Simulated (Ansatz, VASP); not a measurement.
## Two plane-wave programs on W3O

File INCAR:

```
SYSTEM = W3O
  PREC = Accurate
  ENCUT = 520
  EDIFF = 1E-6
  ISMEAR = 0
  SIGMA = 0.15
  LREAL = .False.
  LASPH = .True.
  NELM = 100
  ALGO = Normal
  ISIF = 2
  LWAVE = .False.
  LCHARG = .False.
  GGA = PS
  NBANDS = 58
```

Contents of KPOINTS:

```
regular mesh
0
Gamma
  8 8 8
  0 0 0
```

POSCAR

```
W3O
1.0
    4.8313496810      0.0000000000      0.0000000000
    0.0000000000      4.8313496810      0.0000000000
    0.0000000000      0.0000000000      4.8313496810
W O
6 2
Direct
    0.5000000000      0.7681108812      0.0000000000
    0.0000000000      0.5181108812      0.7500000000
    0.2500000000      0.0181108812      0.5000000000
    0.5000000000      0.2681108812      0.0000000000
    0.0000000000      0.5181108812      0.2500000000
    0.7500000000      0.0181108812      0.5000000000
    0.5000000000      0.5000000000      0.5000000000
    0.0000000000      0.0000000000      0.0000000000
```

Input for Ansatz:

```yaml
crystal:
  lattice:
    - [4.831349681, 0.0, 0.0]
    - [0.0, 4.831349681, 0.0]
    - [0.0, 0.0, 4.831349681]
  atoms:
    - { symbol: W, position: [0.5, 0.7681108812, 0.0] }
    - { symbol: W, position: [0.0, 0.5181108812, 0.75] }
    - { symbol: W, position: [0.25, 0.0181108812, 0.5] }
    - { symbol: W, position: [0.5, 0.2681108812, 0.0] }
    - { symbol: W, position: [0.0, 0.5181108812, 0.25] }
    - { symbol: W, position: [0.75, 0.0181108812, 0.5] }
    - { symbol: O, position: [0.5, 0.5, 0.5] }
    - { symbol: O, position: [0.0, 0.0, 0.0] }
basis:
  ecutwfc: 420
kpoints:
  mp_grid: { grid: [8, 8, 8] }
hamiltonian:
  xc: pbesol
scf:
  occupations: { method: gaussian, width: 0.15 }
output:
  forces: true
  stress: true
  eigenvalues: true
```

Change from the starting cell: all W atoms moved +0.087 Å, as atom 1 along Cartesian [0 1 0].

Alike in both runs: task single point; functional PBEsol; k mesh 8 × 8 × 8; occupations gaussian, width 0.15 eV; no spin polarisation.

|  | VASP | Ansatz |
| --- | --- | --- |
| version | VASP 6.6.1 | Ansatz 0.2.0 |
| potentials or method | VASP PAW PBE potentials, release 64 (W_sv, O), cutoff 520 eV | scalar-relativistic, plane waves, PAW |
| valence electrons in the cell | 96 | 96 |

```csv
,VASP,Ansatz,Ansatz less VASP
gap on the k mesh at the Fermi level (eV),none,none,-
pressure (GPa),1.1,0.0,-1.04
"traceless stress, the component that is largest in VASP (GPa)",-0.05,-0.06,-0.004
rms of the force components (eV/Å),0.127,0.130,+0.0038
```

VASP's potentials were made for PBE, not for PBEsol. Atom by atom the forces differ by 0.004 eV/Å (rms over components). A gap of «none» marks a metal or a gap that the smearing closes.

Neither program's run includes spin-orbit coupling.
